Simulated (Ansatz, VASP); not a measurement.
# One calculation of Nb, two programs

File INCAR:

```
ALGO = Fast ; EDIFF = 1E-7
ENCUT = 520 ; GGA = PS
ISIF = 2 ; ISMEAR = 0
LASPH = T ; LCHARG = T
LELF = T ; LREAL = F
LVHAR = T ; LWAVE = F
NBANDS = 12 ; NELM = 100
PREC = Accurate ; SIGMA = 0.15
```

KPOINTS

```
k-points
0
Gamma
  20 20 20
```

POSCAR

```
Nb
1.0
   -0.1057500000      2.1150000000      2.1150000000
    2.1150000000     -0.1057500000      2.1150000000
    2.0092500000      2.0092500000      0.0000000000
Nb
1
Direct
    0.0000000000      0.0000000000      0.0000000000
```

Input for Ansatz:

```yaml
crystal:
  lattice:
    - [-0.10575, 2.115, 2.115]
    - [2.115, -0.10575, 2.115]
    - [2.00925, 2.00925, 0.0]
  atoms:
    - { symbol: Nb, position: [0.0, 0.0, 0.0] }
basis:
  ecutwfc: 420
kpoints:
  mp_grid: { grid: [20, 20, 20] }
hamiltonian:
  xc: pbesol
scf:
  occupations: { method: gaussian, width: 0.15 }
output:
  forces: true
  stress: true
  eigenvalues: true
```

Change from the starting cell: strain -0.1000 x Voigt [0, 0, 0, 0, 0, 1], atoms carried along.

Alike in both runs: task single point; functional PBEsol; k mesh 20 × 20 × 20; occupations gaussian, width 0.15 eV; no spin polarisation.

```csv
,VASP,Ansatz
version,VASP 6.6.1,Ansatz 0.2.0
potentials or method,"VASP PAW PBE potentials, release 64 (Nb_sv), cutoff 520 eV","scalar-relativistic, plane waves, PAW"
valence electrons in the cell,13,13
```

|  | VASP | Ansatz | Ansatz less VASP |
| --- | --- | --- | --- |
| gap on the k mesh at the Fermi level (eV) | none | none | - |
| pressure (GPa) | -7.5 | -7.2 | +0.27 |
| traceless stress, the component that is largest in VASP (GPa) | -3.07 | -3.17 | -0.096 |

VASP's potentials were made for PBE, not for PBEsol. A gap of «none» marks a metal or a gap that the smearing closes. The functional is the same, so the differences come from potentials, cutoffs and numerics.
